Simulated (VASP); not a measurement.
## BAs: relaxation of cell and atoms with PBE+D3(BJ)

BAs:

```
As B
1.0
     0.00000    2.38850    2.38850
     2.38850    0.00000    2.38850
     2.38850    2.38850    0.00000
As B
1 1
Direct
  0.75000 0.75000 0.75000
  0.00000 0.00000 0.00000
```

| Item | Value |
| --- | --- |
| Program | VASP 6.6.1 |
| Task | relaxation of cell and atoms |
| Functional | PBE |
| Dispersion | D3(BJ) |
| Potentials or basis | VASP PAW PBE potentials, release 64 (As, B) |
| Cutoff | 600 eV |
| k mesh | 10 × 10 × 10 |
| Occupations | fermi-dirac, width 0.05 eV |
| Spin | no spin polarisation |
| Dipole correction | no |
| Further INCAR settings | ALGO = Normal; EDIFF = 1e-06; IBRION = 2; EDIFFG = -0.01; NSW = 60; ISIF = 3 |

```json
{"Relaxed volume": "13.58 Å³/atom", "Relaxed cell": "a = 3.374 Å, b = 3.374 Å, c = 3.374 Å, α = 60.00°, β = 60.00°, γ = 60.00°", "Space group after relaxing (to 0.05 Å)": "F-43m (No. 216)", "Energy gained by relaxing": "0.1 meV/atom", "Ionic steps": "3", "Pressure after relaxing": "0.0 GPa", "Band gap on the k mesh": "1.17 eV, indirect (least direct gap 3.28 eV)", "Dispersion energy per atom": "-0.331 eV"}
```

Step by step:
| step | energy change (eV) | largest force (eV/Å) | pressure (GPa) | volume (Å³) |
| --- | --- | --- | --- | --- |
| 1 | 0.0000 | 0.0000 | -0.46 | 27.25 |
| 2 | -0.0001 | 0.0000 | 0.34 | 27.10 |
| 3 | -0.0001 | 0.0000 | 0.01 | 27.16 |

Final structure:
```xyz
2
Lattice="0.0000 2.3859 2.3859 2.3859 0.0000 2.3859 2.3859 2.3859 0.0000" Properties=species:S:1:pos:R:3 pbc="T T T"
As    3.5788    3.5788    3.5788
B     0.0000    0.0000    0.0000
```

Levels at points of the mesh, in eV from the valence-band top:
```tsv
k point	band 1	band 2	band 3	band 4	band 5	band 6	band 7	band 8
(0.00, 0.00, 0.00)	-15.43	0.00	0.00	0.00	3.28	3.28	3.28	4.73
(0.50, 0.00, 0.00)	-12.55	-8.81	-1.83	-1.83	2.71	4.78	4.78	8.87
(0.50, 0.50, 0.00)	-11.22	-8.55	-4.09	-4.09	1.42	1.44	11.40	11.40
```

It took 19 s on 1 thread of Intel(R) Xeon(R) Platinum 8488C (Sapphire Rapids) (shared host), peak memory 0.17 GiB.

A k mesh can miss the band edges.
